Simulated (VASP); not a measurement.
Input of a VASP 6.6.1 run:

The input INCAR:

```
SYSTEM = OsRu
  PREC = Accurate
  ENCUT = 520
  EDIFF = 1E-8
  ISMEAR = 1
  SIGMA = 0.1
  LREAL = .False.
  LASPH = .True.
  NELM = 100
  ALGO = Normal
  ISIF = 2
  LWAVE = .False.
  LCHARG = .False.
  METAGGA = R2SCAN
  LMIXTAU = .True.
  NBANDS = 18
  IBRION = 6
  NFREE = 2
  POTIM = 0.015
  NSW = 1
```

File KPOINTS:

```
Automatic mesh
0
Gamma
  6 6 4
  0 0 0
```

File POSCAR:

```
OsRu
1.0
    2.7270104600      0.0000000000      0.0000000000
   -1.3635052300      2.3616603300      0.0000000000
    0.0000000000      0.0000000000      4.3003200600
Ru Os
1 1
Direct
    0.3333333318      0.6666666709      0.0000000000
    0.6666666682      0.3333333291      0.5000000000
```

Potentials or basis: VASP PAW PBE potentials, release 64 (Ru_pv, Os).

Run with:

```sh
$ cat potpaw_PBE.64/Ru_pv/POTCAR potpaw_PBE.64/Os/POTCAR > POTCAR
$ mpirun -np 1 vasp_std > vasp.out
```

Question: Estimate the highest phonon frequency at Γ.

Answer: 226 cm⁻¹.

Phonon frequencies in cm⁻¹ (negative: imaginary):
```
              q point        frequencies
(0.000, 0.000, 0.000)  0 0 0 144 144 226
```

Caveat: the k points lie up to 0.44 Å⁻¹ apart.
